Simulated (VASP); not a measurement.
Write the native input for VASP 6.6.1 that does the following.

```yaml
Task: single point
Functional: PBE
Potentials_or_basis: VASP PAW PBE potentials, release 64 (Ta_pv, As)
Cutoff: 520 eV
k_mesh: 8 × 8 × 8
Occupations: fermi-dirac, width 0.02 eV
Spin: no spin polarisation
Dipole_correction: no
Further_INCAR_settings: ALGO = Normal; EDIFF = 1e-06; NBANDS = 24
```

The structure of TaAs lies in POSCAR:

```
TaAs
1.0
   -1.7308657351      1.7308657351      5.8732723510
    1.7308657351     -1.7308657351      5.8732723510
    1.7308657351      1.7308657351     -5.8732723510
Ta As
2 2
Direct
    0.5001644894      1.0001644894      0.5000000000
    0.7501644894      0.7501644894      0.0000000000
    0.0824349306      0.5824349306      0.5000000000
    0.3324349306      0.3324349306      0.0000000000
```

One way to write it, as run:

INCAR

```
PREC = Accurate ; ENCUT = 520
EDIFF = 1E-6 ; ISMEAR = -1
SIGMA = 0.02 ; LREAL = False
LASPH = True ; NELM = 60
ALGO = Normal ; ISIF = 2
LWAVE = False ; LCHARG = False
GGA = PE ; NBANDS = 24
```

KPOINTS

```
Automatic mesh
0
Gamma
  8 8 8
```

Potentials or basis: VASP PAW PBE potentials, release 64 (Ta_pv, As).

The run is started by

```sh
$ cat potpaw_PBE.64/Ta_pv/POTCAR potpaw_PBE.64/As/POTCAR > POTCAR
$ mpirun -np 1 vasp_std > vasp.out
```

It gave:

```json
{
 "Pressure": "0.5 GPa",
 "Band gap on the k mesh": "zero (bands 16 and 17 overlap by 0.05 eV)"
}
```

Caveat: spin-orbit coupling is left out, which moves the levels of the heavy elements.

Run time: 97 s on 1 thread of Intel(R) Xeon(R) 6975P-C (Granite Rapids), on a shared host, peak memory 0.37 GiB.
